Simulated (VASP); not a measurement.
Input of a VASP 6.6.1 run:

INCAR

```
SYSTEM = NaH
PREC = Accurate
ENCUT = 520
EDIFF = 1E-7
ISMEAR = 0
SIGMA = 0.01
LREAL = .False.
LASPH = .True.
NELM = 100
ALGO = Normal
ISIF = 2
LWAVE = .False.
LCHARG = .False.
GGA = PS
NBANDS = 11
```

Contents of KPOINTS:

```
Automatic mesh
0
Gamma
  8 8 8
  0 0 0
```

File POSCAR:

```
NaH
1.0
    2.2944277330      2.2944277330      0.0000000000
   -2.2944277330      2.2944277330      0.0000000000
    0.0000000000      2.2944277330      2.2944277330
Na H
1 1
Direct
    0.0000000000      0.0000000000      0.0000000000
    0.5000000000      0.5000000000      0.0000000000
```

Potentials or basis: VASP PAW PBE potentials, release 64 (Na_pv, H).

Command:

```bash
$ cat potpaw_PBE.64/Na_pv/POTCAR potpaw_PBE.64/H/POTCAR > POTCAR
$ mpirun -np 1 vasp_std > vasp.out
```

Problem. Estimate the pressure.

Solution. 4.0 GPa.

Problem. What does it give for the band gap on the k mesh?

Solution. 3.81 eV, indirect (least direct gap 4.78 eV).

Caveat: the PAW data sets were made with another functional, which shifts forces and pressure a little. Expect the measured gap to be larger: semilocal functionals such as PBEsol lack the derivative discontinuity.
